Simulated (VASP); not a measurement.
Wanted: the native input for a VASP 6.6.1 run.

```yaml
Task: single point
Functional: PBE-based screened hybrid with 35 % exact exchange
Potentials_or_basis: VASP PAW PBE potentials, release 64 (Ba_sv, Te)
Cutoff: 520 eV
k_mesh: 4 × 4 × 4
Occupations: gaussian, width 0.01 eV
Spin: no spin polarisation
Dipole_correction: no
Grid_for_exact_exchange_PRECFOCK: Normal
Share_of_exact_exchange: 0.35
Further_INCAR_settings: ALGO = Normal; EDIFF = 1e-06; NBANDS = 15
Screening_parameter: 0.1 1/Å
```

Crystal: BaTe.

```
CELL_PARAMETERS angstrom
0.00000 3.91416 3.91416
3.91416 0.00000 3.91416
3.91416 3.91416 0.00000
ATOMIC_POSITIONS crystal
Ba 0.00000 0.00000 0.00000
Te 0.25000 0.25000 0.25000
```

The input as run:

POSCAR

```
BaTe
1.0
    0.0000000000      3.9141586662      3.9141586662
    3.9141586662      0.0000000000      3.9141586662
    3.9141586662      3.9141586662      0.0000000000
Ba Te
1 1
Direct
    0.0000000000      0.0000000000      0.0000000000
    0.2500000000      0.2500000000      0.2500000000
```

INCAR.step1

```
SYSTEM = BaTe
  PREC = Accurate
  ENCUT = 520
  EDIFF = 1E-5
  ISMEAR = 0
  SIGMA = 0.01
  LREAL = .FALSE.
  LASPH = .TRUE.
  NELM = 60
  ALGO = Normal
  ISIF = 2
  LWAVE = .TRUE.
  LCHARG = .FALSE.
  GGA = PE
  NBANDS = 15
```

INCAR.step2

```
SYSTEM = BaTe
  PREC = Accurate
  ENCUT = 520
  EDIFF = 1E-6
  ISMEAR = 0
  SIGMA = 0.01
  LREAL = .FALSE.
  LASPH = .TRUE.
  NELM = 60
  ALGO = Normal
  ISIF = 2
  LWAVE = .FALSE.
  LCHARG = .FALSE.
  GGA = PE
  LHFCALC = .TRUE.
  AEXX = 0.35
  HFSCREEN = 0.1
  PRECFOCK = Normal
  ISTART = 1
  NBANDS = 15
```

KPOINTS

```
regular mesh
0
G
  4 4 4
  0 0 0
```

Potentials or basis: VASP PAW PBE potentials, release 64 (Ba_sv, Te).

Run with:

```console
$ cat potpaw_PBE.64/Ba_sv/POTCAR potpaw_PBE.64/Te/POTCAR > POTCAR
$ cp INCAR.step1 INCAR
$ mpirun -np 1 vasp_std > vasp.out
$ cp INCAR.step2 INCAR
$ mpirun -np 1 vasp_std > vasp.out
```

It gave:

- Pressure: -0.1 GPa
- Band gap on the k mesh: 4.03 eV (least direct gap 4.47 eV)

Caveat: the structure was generated, so it needn't be the stable form of BaTe; the PAW data sets were made with another functional, which shifts forces and pressure a little; spin-orbit coupling is left out, which moves the levels of the heavy elements.

Run time: 12 min on 1 thread of AMD EPYC 7R13 Processor (Zen 3) (shared host), peak memory 0.35 GiB.
